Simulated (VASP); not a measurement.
Here is a VASP 6.6.1 calculation.

The input POSCAR:

```
KBr
1.0
    0.0000000000      3.3953906250      3.3953906250
    3.2925000000      0.1028906250      3.2925000000
    3.2925000000      3.2925000000      0.1028906250
K Br
1 1
Direct
    0.0000000000      0.0000000000      0.0000000000
    0.5000000000      0.5000000000      0.5000000000
```

File INCAR.step1:

```
SYSTEM = KBr
ALGO = Normal
EDIFF = 1E-4
ENCUT = 520
GGA = PE
ISMEAR = 0
LASPH = .TRUE.
LCHARG = .FALSE.
LREAL = .FALSE.
LWAVE = .TRUE.
NBANDS = 15
NELM = 60
PREC = Accurate
SIGMA = 0.05
```

Contents of INCAR.step2:

```
SYSTEM = KBr
ALGO = Normal
EDIFF = 1E-6
ENCUT = 520
ISIF = 2
ISMEAR = 0
ISTART = 1
LASPH = .TRUE.
LCHARG = .TRUE.
LELF = .TRUE.
LMIXTAU = .TRUE.
LREAL = .FALSE.
LVHAR = .TRUE.
LWAVE = .FALSE.
METAGGA = R2SCAN
NBANDS = 15
NELM = 60
PREC = Accurate
SIGMA = 0.05
```

File KPOINTS:

```
k-points
0
G
  6 6 6
  0 0 0
```

Potentials or basis: VASP PAW PBE potentials, release 64 (K_sv, Br).

Command:

```sh
$ cat potpaw_PBE.64/K_sv/POTCAR potpaw_PBE.64/Br/POTCAR > POTCAR
$ cp INCAR.step1 INCAR
$ mpirun -np 1 vasp_std > vasp.out
$ cp INCAR.step2 INCAR
$ mpirun -np 1 vasp_std > vasp.out
```

(1) Predict the pressure.

(2) Predict the band gap on the k mesh.

## Answers

(1) 0.2 GPa.

(2) 5.01 eV, direct.

Caveat: the cell differs from its parent crystal (strain +0.0625 x Voigt [0, 0, 0, 1, 0, 0]); the PAW data sets were made with another functional, which shifts forces and pressure a little.
